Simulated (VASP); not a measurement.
Write the native input for VASP 6.6.1 that does the following.

- Task: single point
- Functional: PBE0
- Potentials or basis: VASP PAW PBE potentials, release 64 (Cu)
- Cutoff: 520 eV
- k mesh: 6 × 6 × 4
- Occupations: fermi-dirac, width 0.05 eV
- Spin: no spin polarisation
- Dipole correction: no
- Grid for exact exchange (PRECFOCK): Normal
- Further INCAR settings: ALGO = Normal; EDIFF = 1e-06; NBANDS = 18

Cu:

```xyz
2
Lattice="2.5341 0.0000 0.0000 -1.2670 2.1946 0.0000 0.0000 0.0000 4.1126" Properties=species:S:1:pos:R:3 pbc="T T T"
Cu    1.2670    0.7315    3.0844
Cu    0.0000    1.4631    1.0281
```

One way to write it, as run:

POSCAR

```
Cu
1.0
    2.5340966698      0.0000000000      0.0000000000
   -1.2670483349      2.1945920917      0.0000000000
    0.0000000000      0.0000000000      4.1125710000
Cu
2
Direct
    0.6666666667      0.3333333333      0.7500000000
    0.3333333333      0.6666666667      0.2500000000
```

INCAR.step1

```
SYSTEM = Cu
ALGO = Normal
EDIFF = 1E-5
ENCUT = 520
GGA = PE
ISIF = 2
ISMEAR = -1
LASPH = .True.
LCHARG = .False.
LREAL = .False.
LWAVE = .True.
NBANDS = 18
NELM = 100
PREC = Accurate
SIGMA = 0.05
```

INCAR.step2

```
SYSTEM = Cu
AEXX = 0.25
ALGO = Normal
EDIFF = 1E-6
ENCUT = 520
GGA = PE
ISIF = 2
ISMEAR = -1
ISTART = 1
LASPH = .True.
LCHARG = .False.
LHFCALC = .True.
LREAL = .False.
LWAVE = .False.
NBANDS = 18
NELM = 100
PREC = Accurate
PRECFOCK = Normal
SIGMA = 0.05
```

KPOINTS

```
k-points
0
Gamma
  6 6 4
  0 0 0
```

Potentials or basis: VASP PAW PBE potentials, release 64 (Cu).

The run is started by

```sh
$ cat potpaw_PBE.64/Cu/POTCAR > POTCAR
$ cp INCAR.step1 INCAR
$ mpirun -np 1 vasp_std > vasp.out
$ cp INCAR.step2 INCAR
$ mpirun -np 1 vasp_std > vasp.out
```

Results of the run:

* Pressure: 8.1 GPa
* Band gap on the k mesh: zero (band 11 reaches 12.85 eV, above the bottom of band 12 at 4.01 eV)

Caveat: the k points lie up to 0.48 Å⁻¹ apart; the PAW data sets were made with another functional, which shifts forces and pressure a little.

Run time: 22 min on 1 thread of AMD EPYC 9R45 96-Core Processor (Zen 5) (shared host), peak memory 0.12 GiB.
